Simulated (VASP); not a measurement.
Be, 1 atom in the cell. It takes space group Im-3m (No. 229, cubic). Conventional cell: a = 2.506 Å, b = 2.506 Å, c = 2.506 Å, α = 90.00°, β = 90.00°, γ = 90.00°. Be (site symmetry m-3m) has 14 Be at 2.17 to 2.51 Å within 2.9 Å. This isn't the form of Be at room conditions, which is hcp.

```yaml
Program: VASP 6.6.1
Task: single point
Functional: PBEsol
Potentials_or_basis: VASP PAW PBE potentials, release 64 (Be)
Cutoff: 500 eV
k_mesh: 36 × 36 × 36
Occupations: tetrahedron, width 0.1 eV
Spin: no spin polarisation
Tolerance_level: standard
Purpose: density of states
K_density: 17 × 17 × 17
Further_INCAR_settings: ALGO = Normal; EDIFF = 1e-06; NBANDS = 15
```

Potentials or basis: VASP PAW PBE potentials, release 64 (Be).

Run with:

```console
$ cat potpaw_PBE.64/Be/POTCAR > POTCAR
$ cp INCAR.step1 INCAR
$ cp KPOINTS.step1 KPOINTS
$ mpirun -np 1 vasp_std > vasp.out
$ cp INCAR.step2 INCAR
$ cp KPOINTS.step2 KPOINTS
$ mpirun -np 1 vasp_std > vasp.out
```

Hardware: 1 thread of Intel(R) Xeon(R) Platinum 8175M CPU @ 2.50GHz (Skylake/Cascade Lake), with other jobs on the host.

Problem. How long does it take, and how much memory?

Solution. Run time: 2.6 min on 1 thread of Intel(R) Xeon(R) Platinum 8175M CPU @ 2.50GHz (Skylake/Cascade Lake), on a shared host, peak memory 0.35 GiB. Counts: k points 1240.
